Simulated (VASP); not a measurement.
# TiC in VASP: notebook

TiC is run at these levels: PBEsol; tasks: single point.

All numbers are computed with VASP 6.6.1; they aren't measurements. Logs are shortened: lines on timing, memory, paths and dates and some standing lists are left out, and cuts for length are marked.

### Step 1. The cell of the first run

Symmetry: Fm-3m, No. 225, cubic system. The conventional cell has a = 4.293 Å, b = 4.293 Å, c = 4.293 Å, α = 90.00°, β = 90.00°, γ = 90.00°. Ti (site symmetry m-3m) has 6 C at 2.15 Å within 2.8 Å. Within 2.8 Å of C (site symmetry m-3m) lie 6 Ti at 2.15 Å.

### Step 2. Single point, PBEsol

The input, INCAR:

```
PREC     = Accurate       # precision mode
ENCUT    = 520            # plane-wave cutoff, eV
EDIFF    = 1E-6           # SCF threshold, eV
ISMEAR   = 0              # smearing method
SIGMA    = 0.1            # smearing width, eV
LREAL    = False          # projectors in reciprocal space
LASPH    = True           # aspherical terms in the spheres
NELM     = 60             # most SCF steps
ALGO     = Normal         # electronic algorithm
ISIF     = 2              # what is computed and relaxed
LWAVE    = False          # write WAVECAR
LCHARG   = False          # write CHGCAR
GGA      = PS             # functional
ISYM     = 0            
NBANDS   = 15             # bands
```

The input, KPOINTS:

```
Automatic mesh
0
Gamma
  12 12 14
```

The input, POSCAR:

```
TiC
1.0
    3.0358717278      0.0000000000      0.0000000000
   -1.5179358639      2.6291420389      0.0000000000
    1.5179358639      0.8763806796      2.4787788859
Ti C
1 1
Direct
    0.0000000000      0.0000000000      0.0000000000
    0.0000000000      0.5000000000      0.5000000000
```

Potentials or basis: VASP PAW PBE potentials, release 64 (Ti_sv, C).

Command:

```bash
$ cat potpaw_PBE.64/Ti_sv/POTCAR potpaw_PBE.64/C/POTCAR > POTCAR
$ mpirun -np 1 vasp_std > vasp.out
```

OUTCAR:

```text
PREC = Accurate
   ENCUT = 520
   EDIFF = 1E-6
   ISMEAR = 0
   LREAL = False
   LASPH = True
   NELM = 60
   ISIF = 2
   GGA = PS
   ISYM = 0

 ion  position               nearest neighbor table
   1  0.000  0.000  0.000-   2 2.15   2 2.15   2 2.15   2 2.15   2 2.15   2 2.15
   2  0.000  0.500  0.500-   1 2.15   1 2.15   1 2.15   1 2.15   1 2.15   1 2.15

IMPORTANT INFORMATION: All symmetrisations will be switched off!
NOSYMM: (Re-)initialisation of all symmetry stuff for point group C_1.

----------------------------------------------------------------------------------------

                                     Primitive cell

  volume of cell :      19.7850

  direct lattice vectors                    reciprocal lattice vectors
     3.035871728  0.000000000  0.000000000     0.329394681  0.190176108 -0.268949631
    -1.517935864  2.629142039  0.000000000     0.000000000  0.380352216 -0.134474815
     1.517935864  0.876380680  2.478778886     0.000000000  0.000000000  0.403424446

  length of vectors
     3.035871728  3.035871728  3.035871728     0.465834426  0.403424446  0.403424446

  position of ions in fractional coordinates (direct lattice)
     0.000000000  0.000000000  0.000000000
     0.000000000  0.500000000  0.500000000

  ion indices of the primitive-cell ions
   primitive index   ion index
                 1           1
                 2           2

----------------------------------------------------------------------------------------

 KPOINTS: Automatic mesh

Automatic generation of k-mesh.
 Grid dimensions read from file:
 generate k-points for:   12   12   14

 Generating k-lattice:

  Cartesian coordinates                     Fractional coordinates (reciprocal lattice)
     0.027449557  0.015848009 -0.022412469     0.083333333 -0.000000000  0.000000000
     0.000000000  0.031696018 -0.011206235     0.000000000  0.083333333  0.000000000
     0.000000000  0.000000000  0.028816032     0.000000000  0.000000000  0.071428571

  Length of vectors
     0.038819535  0.033618704  0.028816032

  Shift w.r.t. Gamma in fractional coordinates (k-lattice)
     0.000000000  0.000000000  0.000000000

 -----------------------------------------------------------------------------
|                                                                             |
|           W    W    AA    RRRRR   N    N  II  N    N   GGGG   !!!           |
|           W    W   A  A   R    R  NN   N  II  NN   N  G    G  !!!           |
|           W    W  A    A  R    R  N N  N  II  N N  N  G       !!!           |
|           W WW W  AAAAAA  RRRRR   N  N N  II  N  N N  G  GGG   !            |
|           WW  WW  A    A  R   R   N   NN  II  N   NN  G    G                |
|           W    W  A    A  R    R  N    N  II  N    N   GGGG   !!!           |
|                                                                             |
|     Your reciprocal lattice and k-lattice belong to different lattice       |
|     classes:                                                                |
|                                                                             |
|        The reciprocal lattice is body-centered cubic,                       |
|        whereas your k-lattice is base-centered monoclinic.                  |
|                                                                             |
|     Results are often still useful ...                                      |
|                                                                             |
 -----------------------------------------------------------------------------

 WARNING: IBZKPT: internal override: KBLOWUP is changed to .FALSE.
      ... skipping the blow-up phase ...

 Subroutine IBZKPT returns following result:
 ===========================================

 Found   1012 irreducible k-points:

 Following reciprocal coordinates:
            Coordinates               Weight
  0.000000  0.000000  0.000000      1.000000
  0.083333  0.000000 -0.000000      2.000000
  0.166667  0.000000 -0.000000      2.000000
  0.250000  0.000000  0.000000      2.000000
  0.333333 -0.000000 -0.000000      2.000000
  0.416667  0.000000 -0.000000      2.000000
[... 16 lines left out ...]
  0.250000  0.166667 -0.000000      2.000000
  0.333333  0.166667  0.000000      2.000000
 [... further k-points ...]
   k-points           NKPTS =   1012   k-points in BZ     NKDIM =   1012   number of bands    NBANDS=     15
   number of dos      NEDOS =    301   number of ions     NIONS =      2
   total plane-waves  NPLWV =  13824
   dimension x,y,z NGX =    24 NGY =   24 NGZ =   24
   dimension x,y,z NGXF=    48 NGYF=   48 NGZF=   48
   ions per type =               1   1
   NGX,Y,Z   is equivalent  to a cutoff of  13.14, 13.14, 13.14 a.u.
   NGXF,Y,Z  is equivalent  to a cutoff of  26.29, 26.29, 26.29 a.u.
 SYSTEM =  unknown system
   PREC   = accura    normal or accurate (medium, high low for compatibility)
   ISTART =      0    job   : 0-new  1-cont  2-samecut
   ICHARG =      2    charge: 1-file 2-atom 10-const
   ISPIN  =      1    spin polarized calculation?
   LNONCOLLINEAR =      F non collinear calculations
   LSORBIT =      F    spin-orbit coupling
   LASPH  =      T    aspherical Exc in radial PAW
   ENCUT  =  520.0 eV  38.22 Ry    6.18 a.u.   5.64  5.64  5.64*2*pi/ulx,y,z
   NELM   =     60;   NELMIN=  2; NELMDL= -5     # of ELM steps
   EDIFF  = 0.1E-05   stopping-criterion for ELM
   LREAL  =      F    real-space projection
   EDIFFG = 0.1E-04   stopping-criterion for IOM
   NSW    =      0    number of steps for IOM
   IBRION =     -1    ionic relax: 0-MD 1-quasi-New 2-CG
   NFREE  =      0    steps in history (QN), initial steepest desc. (CG)
   ISIF   =      2    stress and relaxation
   ISYM   =      0    0-nonsym 1-usesym 2-fastsym
   POTIM  = 0.5000    time-step for ionic-motion
   TEBEG  =    0.0;   TEEND  =   0.0 temperature during run
   PSTRESS=    0.0 pullay stress
   NELECT =      16.0000    total number of electrons
   NUPDOWN=      -1.0000    fix difference up-down
   EMIN   =  10.00;   EMAX   =-10.00  energy-range for DOS
   EFERMI =   0.00;   METHOD = LEGACY
   ISMEAR =     0;   SIGMA  =   0.10  broadening in eV -4-tet -1-fermi 0-gaus
   EFERMI_NEDOS =   21; number of points for ismear=-14 and -15
   IALGO  =     38    algorithm
   IMIX   =      4    mixing-type and parameters
     AMIX     =   0.40;   BMIX     =  1.00
     AMIX_MAG =   1.60;   BMIX_MAG =  1.00
  volume/ion in A,a.u.               =       9.89        66.76
  Fermi-wavevector in a.u.,A,eV,Ry     =   1.525234  2.882274 31.651750  2.326338
  Thomas-Fermi vector in A             =   2.633432
   LORBIT       =      0    0 simple, 1 ext, 2 COOP (PROOUT), +10 PAW based schemes
   GGA     = PS    functional components
   LHFCALC =     F    Hartree Fock is set to
   AEXX    =    0.0000 exact exchange contribution
   IVDW    =     0    specifies the selected vdW correction
   LEPSILON=     F    determine dielectric tensor
   LRPA    =     F    only Hartree local field effects (RPA)
 non-spin polarized calculation
 Gauss-broadening in eV      SIGMA  =   0.10
  energy-cutoff  :      520.00
  volume of cell :       19.78
 maximum number of plane-waves:       547
   NGX = 11   NGY = 11   NGZ = 11

 number of electron      16.0000003 magnetization

 Free energy of the ion-electron system (eV)
  ---------------------------------------------------
  ext. energy  EPLUGINS =         0.00000000
  ---------------------------------------------------
  free energy    TOTEN  =       -19.80354770 eV

  energy without entropy =      -19.80252433  energy(sigma->0) =      -19.80303602

 E-fermi :   9.6238     XC(G=0): -12.9980

 val. band max:        9.6204775084   @ k =   0.0833   0.0000   0.0714
 cond. band min:       9.6337863968   @ k =  -0.2500   0.0000   0.0714
 fundamental gap:      0.0133088884
 Fermi energy:         9.6238296198

 k-point     1 :       0.0000    0.0000    0.0000
  band No.  band energies     occupation
      1     -46.6391      2.00000
      2     -22.7515      2.00000
      3     -22.7509      2.00000
      4     -22.7505      2.00000
      5      -2.8751      2.00000
      6      10.2867      0.00000
      7      10.2868      0.00000
      8      10.2872      0.00000
      9      11.3542      0.00000
     10      11.3543      0.00000
     11      11.3545      0.00000
     12      11.3968      0.00000
     13      11.3972      0.00000
     14      20.4863      0.00000
     15      23.6473      0.00000

 k-point     2 :       0.0833    0.0000   -0.0000
  band No.  band energies     occupation
      1     -46.6316      2.00000
      2     -22.7876      2.00000
      3     -22.7636      2.00000
      4     -22.7633      2.00000
      5      -2.6604      2.00000
      6       9.2654      2.00000
      7       9.8561      0.00102
      8       9.8561      0.00102
      9      10.0801      0.00000
     10      11.4622      0.00000
     11      11.9701      0.00000
     12      11.9703      0.00000
     13      13.3905      0.00000
     14      20.8719      0.00000
     15      23.7909      0.00000

 k-point     3 :       0.1667    0.0000   -0.0000
  band No.  band energies     occupation
      1     -46.6111      2.00000
      2     -22.8839      2.00000
      3     -22.7982      2.00000
      4     -22.7979      2.00000
      5      -2.0805      2.00000
      6       7.4105      2.00000
      7       9.3908      1.99902
      8       9.3909      1.99901
      9       9.5584      1.64512
     10      11.6433      0.00000
     11      12.8867      0.00000
     12      12.8868      0.00000
     13      14.9698      0.00000
     14      21.9137      0.00000
     15      24.1030      0.00000
[... 343 lines left out ...]
 k-point    23 :       0.2500    0.1667   -0.0000
  band No.  band energies     occupation
      1     -46.5516      2.00000
      2     -23.1585      2.00000
      3     -22.9068      2.00000
      4     -22.8758      2.00000
      5      -0.4351      2.00000
      6       5.4566      2.00000
      7       7.2515      2.00000
      8       8.2844      2.00000
      9      10.3826      0.00000
     10      12.7581      0.00000
     11      13.6015      0.00000
     12      14.4824      0.00000
     13      16.6502      0.00000
     14      22.5873      0.00000
     15      24.1222      0.00000

 k-point    24 :       0.3333    0.1667    0.0000
  band No.  band energies     occupation
      1     -46.5337      2.00000
      2     -23.1938      2.00000
      3     -22.9742      2.00000
      4     -22.9059      2.00000
      5      -0.2728      2.00000
      6       5.8071      2.00000
      7       7.0253      2.00000
      8       8.4438      2.00000
      9      10.3719      0.00000
     10      13.0199      0.00000
     11      13.4841      0.00000
     12      14.1698      0.00000
     13      16.0384      0.00000
     14      22.6100      0.00000
     15      23.9421      0.00000

 [... further k-points ...]
[... 5 lines left out ...]
  --------------------------------------------------------------------------------------
  -------------------------------------------------------------------------------------
  Total        0.0279900      0.0278422      0.0372186      0.0001238     -0.0028449     -0.0049323
  in kB        2.2666182      2.2546466      3.0139418      0.0100241     -0.2303826     -0.3994138
  external PRESSURE =       2.5117355 kB  Pullay stress =       0.0000000 kB

 VOLUME and BASIS-vectors are now :
 -----------------------------------------------------------------------------
  energy-cutoff  :      520.00
  volume of cell :       19.78
      direct lattice vectors                 reciprocal lattice vectors
     3.035871728  0.000000000  0.000000000     0.329394681  0.190176108 -0.268949631
    -1.517935864  2.629142039  0.000000000     0.000000000  0.380352216 -0.134474815
     1.517935864  0.876380680  2.478778886     0.000000000  0.000000000  0.403424446

 POSITION                                       TOTAL-FORCE (eV/Angst)
 -----------------------------------------------------------------------------------
      0.00000      0.00000      0.00000        -0.000000      0.000000     -0.000000
      0.00000      1.75276      1.23939         0.000000     -0.000000      0.000000
 -----------------------------------------------------------------------------------
    total drift:                               -0.000001      0.000001     -0.000000

  FREE ENERGIE OF THE ION-ELECTRON SYSTEM (eV)
  ---------------------------------------------------
  free  energy   TOTEN  =       -19.8035477003 eV

  energy  without entropy=      -19.8025243329  energy(sigma->0) =      -19.80303602
```

It took 1.9 min on 1 thread of Intel Xeon Platinum 8559C (Emerald Rapids), shared host; peak memory 0.4 GiB.

Results:

- Free energy: -19.8035 eV
- Pressure: 0.3 GPa
- Band gap on the k mesh: zero (bands 8 and 9 overlap by 1.08 eV)

Levels at points of the mesh, in eV from the Fermi level:
```
           k point  band 5  band 6  band 7  band 8  band 9  band 10  band 11  band 12
(0.00, 0.00, 0.00)  -12.50    0.66    0.66    0.66    1.73     1.73     1.73     1.77
(0.50, 0.00, 0.00)  -10.17   -3.47   -1.76   -0.01   -0.01     2.82     3.65     3.65
(0.00, 0.50, 0.00)   -8.85   -6.00   -2.99   -2.99    3.02     3.02     4.25     8.30
(0.50, 0.50, 0.00)   -8.85   -6.00   -2.99   -2.99    3.02     3.02     4.25     8.30
(0.00, 0.00, 0.50)   -8.85   -6.00   -2.99   -2.99    3.02     3.02     4.25     8.30
(0.50, 0.00, 0.50)   -8.85   -6.00   -2.99   -2.99    3.02     3.02     4.25     8.30
(0.00, 0.50, 0.50)  -10.17   -3.47   -1.76   -0.01   -0.01     2.82     3.65     3.65
(0.50, 0.50, 0.50)  -10.17   -3.47   -1.76   -0.01   -0.01     2.82     3.65     3.65
```

Caveat: the PAW data sets were made with another functional, which shifts forces and pressure a little.

### Step 3. Single point, PBEsol (one atom moved)

The input, INCAR:

```
PREC = Accurate
ENCUT = 520
EDIFF = 1E-6
ISMEAR = 0
SIGMA = 0.1
LREAL = False
LASPH = True
NELM = 80
ALGO = Normal
ISIF = 2
LWAVE = False
LCHARG = False
GGA = PS
NBANDS = 15
```

The input, KPOINTS:

```
Automatic mesh
0
Gamma
  14 14 14
```

The input, POSCAR:

```
TiC
1.0
    0.0000000000      2.1640000000      2.1640000000
    2.1640000000      0.0000000000      2.1640000000
    2.1640000000      2.1640000000      0.0000000000
Ti C
1 1
Direct
    0.0103974122      0.0103974122     -0.0103974122
    0.5000000000      0.5000000000      0.5000000000
```

Potentials or basis: VASP PAW PBE potentials, release 64 (Ti_sv, C).

Command:

```bash
$ cat potpaw_PBE.64/Ti_sv/POTCAR potpaw_PBE.64/C/POTCAR > POTCAR
$ mpirun -np 1 vasp_std > vasp.out
```

Run time: 51 s. Hardware: 1 thread of Intel Xeon Platinum 8259CL at 2.50GHz (Skylake/Cascade Lake), shared host; peak memory 0.19 GiB.

The run converged. Its results:

```
Free energy            : -19.7846 eV
Pressure               : -5.7 GPa
Largest force          : 0.423 eV/Å
Band gap on the k mesh : zero (bands 8 and 9 overlap by 1.08 eV)
```

Forces on the atoms (eV/Å):
```
Ti   0.000  0.000 -0.423
C    0.000  0.000  0.423
```

Stress tensor (GPa, compression positive):
```
-5.87  0.00  0.00
 0.00 -5.87  0.00
 0.00  0.00 -5.34
```

Levels at points of the mesh, in eV from the Fermi level:
```tsv
k point	band 6	band 7	band 8	band 9	band 10	band 11
(0.00, 0.00, 0.00)	0.60	0.60	0.67	1.34	1.74	1.79
(0.50, 0.00, 0.00)	-5.88	-2.90	-2.89	2.93	2.93	4.13
(0.50, 0.50, 0.00)	-3.43	-1.68	-0.02	-0.02	2.75	3.54
(0.00, 0.50, 0.50)	-3.44	-1.73	-0.03	0.04	2.77	3.54
```

Caveat: the cell differs from its parent crystal (one atom moved); the cell stands under tension; the PAW data sets were made with another functional, which shifts forces and pressure a little.

### Step 4. Single point, PBEsol

This run uses another cell than the first one: it holds 12 atoms, not 2.

The input, INCAR:

```
  PREC = Accurate
  ENCUT = 520
  EDIFF = 1E-6
  ISMEAR = 0
  SIGMA = 0.15
  LREAL = False
  LASPH = True
  NELM = 60
  ALGO = Fast
  ISIF = 2
  LWAVE = False
  LCHARG = False
  GGA = PS
  NBANDS = 60
```

The input, KPOINTS:

```
Automatic mesh
0
Gamma
  22 22 4
```

The input, POSCAR:

```
TiC
1.0
    2.1466854824     -2.1466854824      0.0000000000
    2.1466854824      0.0000000000     -2.1466854824
    8.5867419295      8.5867419295      8.5867419295
Ti C
6 6
Direct
    1.0000000000      0.0000000000      0.5000000000
    0.3333333333      0.3333333333      0.3333333333
    0.6666666667      0.6666666667      0.6666666667
    1.0000000000      1.0000000000      0.0000000000
    0.3333333333      0.3333333333      0.8333333333
    0.6666666667      0.6666666667      0.1666666667
    0.6666666667      0.6666666667      0.4166666667
    0.0000000000      0.0000000000      0.2500000000
    0.3333333333      0.3333333333      0.5833333333
    0.6666666667      0.6666666667      0.9166666667
    1.0000000000      1.0000000000      0.7500000000
    0.3333333333      0.3333333333      0.0833333333
```

Command:

```bash
$ cat potpaw_PBE.64/Ti_sv/POTCAR potpaw_PBE.64/C/POTCAR > POTCAR
$ mpirun -np 1 vasp_std > vasp.out
```

It took 70 min on 1 thread of Oxide Virtual Turin-like, shared host; peak memory 0.92 GiB.

It converged, with:

```yaml
Free_energy: -118.8237 eV
Pressure: 0.2 GPa
Band_gap_on_the_k_mesh: zero (bands 48 and 49 overlap by 1.04 eV)
```

Levels at points of the mesh, in eV from the Fermi level:
```
           k point  band 44  band 45  band 46  band 47  band 48  band 49  band 50  band 51  band 52  band 53
(0.00, 0.00, 0.00)    -0.82    -0.82     0.67     0.67     0.67     1.30     1.30     1.30     1.30     1.74
(0.50, 0.00, 0.00)    -2.49    -1.75    -1.17    -1.17     0.00     0.00     0.76     0.76     2.26     2.26
(0.00, 0.00, 0.50)    -0.04     0.25     0.25     0.25     0.25     1.02     1.02     1.02     1.02     1.81
(0.50, 0.00, 0.50)    -2.02    -1.91    -1.91    -0.40    -0.40     0.21     0.21     1.50     1.50     2.83
```

Caveat: the PAW data sets were made with another functional, which shifts forces and pressure a little.

### Step 5. Overview

| cell | k mesh | smearing | gap on the mesh (eV) | pressure (GPa) |
| --- | --- | --- | --- | --- |
| a = 3.036 Å, angles 90.0, 60.0, 120.0°, 2 atoms, atomic positions A | 12 × 12 × 14 | gaussian 0.1 eV | none | 0.3 |
| a = 3.060 Å, angles 60.0°, 2 atoms, atomic positions B | 14 × 14 × 14 | gaussian 0.1 eV | none | -5.7 |
| a = 3.036, b = 3.036, c = 14.873 Å, angles 90.0, 90.0, 60.0°, 12 atoms, atomic positions C | 22 × 22 × 4 | gaussian 0.15 eV | none | 0.2 |

Alike in all rows: task single point; level PBEsol; potentials or basis VASP PAW PBE potentials, release 64 (Ti_sv, C); no spin polarisation; cutoff (eV) 520.

Caveats: the PAW data sets were made with another functional, which shifts forces and pressure a little; the cell stands under tension (at least some runs).

Absolute energies hang on the potentials; compare differences alone.

The gap in the log of VASP goes by the Fermi energy; the results here count the filled bands.